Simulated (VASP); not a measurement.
A run of VASP 6.6.1 is set up as follows.

The input INCAR:

```
SYSTEM = Br
PREC = Accurate
ENCUT = 600
EDIFF = 1E-7
ISMEAR = 0
SIGMA = 0.1
LREAL = .False.
LASPH = .True.
NELM = 80
ALGO = Normal
ISIF = 3
LWAVE = .False.
LCHARG = .False.
GGA = PE
IBRION = 2
NSW = 100
EDIFFG = -0.01
```

KPOINTS

```
Automatic mesh
0
Gamma
  18 18 18
  0 0 0
```

POSCAR

```
Br
1.0
    2.1766604155      1.2566954768      1.8172509940
   -2.1766604155      1.2566954768      1.8172509940
    0.0000000000     -2.5133909537      1.8172509940
Br
1
Direct
    0.5000000000      0.5000000000      0.5000000000
```

Potentials or basis: VASP PAW PBE potentials, release 64 (Br).

The run is started by

```console
$ cat potpaw_PBE.64/Br/POTCAR > POTCAR
$ mpirun -np 1 vasp_std > vasp.out
```

Estimate the relaxed volume.

29.75 Å³/atom.

What does it give for the relaxed cell?

a = 3.099 Å, b = 3.099 Å, c = 3.099 Å, α = 89.65°, β = 89.65°, γ = 89.65°.

What does it give for the band gap on the k mesh?

Zero (an odd number of electrons rules out a gap without spin polarisation).

Estimate the space group after relaxing (to 0.1 Å).

Pm-3m (No. 221).

Final structure:
```
CELL_PARAMETERS angstrom
2.18453 1.26124 1.79986
-2.18453 1.26124 1.79986
0.00000 -2.52248 1.79986
ATOMIC_POSITIONS crystal
Br 0.50000 0.50000 0.50000
```

Caveat: an odd number of electrons without spin polarisation forces a metal; a magnetic or distorted state may lie lower.
